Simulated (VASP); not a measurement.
Runs of VASP 6.6.1 on NaCl. The structure is that of space group Pm-3m (No. 221), or close to it. The cells are those of the table. 

```tsv
level	cell	smearing	gap on the mesh (eV)	pressure (GPa)
PBE	a = 3.645, b = 3.645, c = 3.460 Å, 2 atoms	fermi-dirac 0.02 eV	3.53	-1.4
r2SCAN	a = 3.448, b = 3.448, c = 3.461 Å, 2 atoms	gaussian 0.01 eV	(a)	-0.1
PBE	a = 3.448, b = 3.448, c = 3.461 Å, 2 atoms	fermi-dirac 0.02 eV	4.12	1.3
PBE	a = 3.447 Å, 2 atoms	fermi-dirac 0.02 eV	(b)	1.4
r2SCAN	a = 3.645, b = 3.645, c = 3.460 Å, 2 atoms	gaussian 0.01 eV	4.33	-2.5
r2SCAN	a = 3.447 Å, 2 atoms	gaussian 0.01 eV	4.99	0.0
```

Alike in all rows: task single point; potentials or basis VASP PAW PBE potentials, release 64 (Na_pv, Cl); no spin polarisation; k mesh 8 × 8 × 8; cutoff (eV) 520.

Question: Estimate the missing entries.

Answer: (a) 4.97; (b) 4.14.

Caveats: the PAW data sets were made with another functional, which shifts forces and pressure a little (at least some runs).

A k mesh can miss the band edges.
